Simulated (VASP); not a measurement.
A run of VASP 6.6.1 is set up as follows.

The input INCAR:

```
PREC = Accurate
ENCUT = 520
EDIFF = 1E-6
ISMEAR = 0
SIGMA = 0.02
LREAL = F
LASPH = T
NELM = 60
ALGO = Normal
ISIF = 2
LWAVE = F
LCHARG = F
GGA = PE
NBANDS = 11
```

KPOINTS

```
regular mesh
0
Gamma
  10 10 10
```

The input POSCAR:

```
BP
1.0
    3.2088505700      0.0000000000      0.0000000000
    1.6044252850      2.7789461106      0.0000000000
    1.6044252850      0.9263153702      2.6200155191
P B
1 1
Direct
    0.7500000000      0.7500000000      0.7500000000
    0.0000000000      0.0000000000      0.0000000000
```

Potentials or basis: VASP PAW PBE potentials, release 64 (P, B).

Command:

```sh
$ cat potpaw_PBE.64/P/POTCAR potpaw_PBE.64/B/POTCAR > POTCAR
$ mpirun -np 1 vasp_std > vasp.out
```

(1) Estimate the band gap on the k mesh.

(2) What does it give for the pressure?

Answers

(1) 1.24 eV, indirect (least direct gap 3.40 eV).

(2) 0.9 GPa.
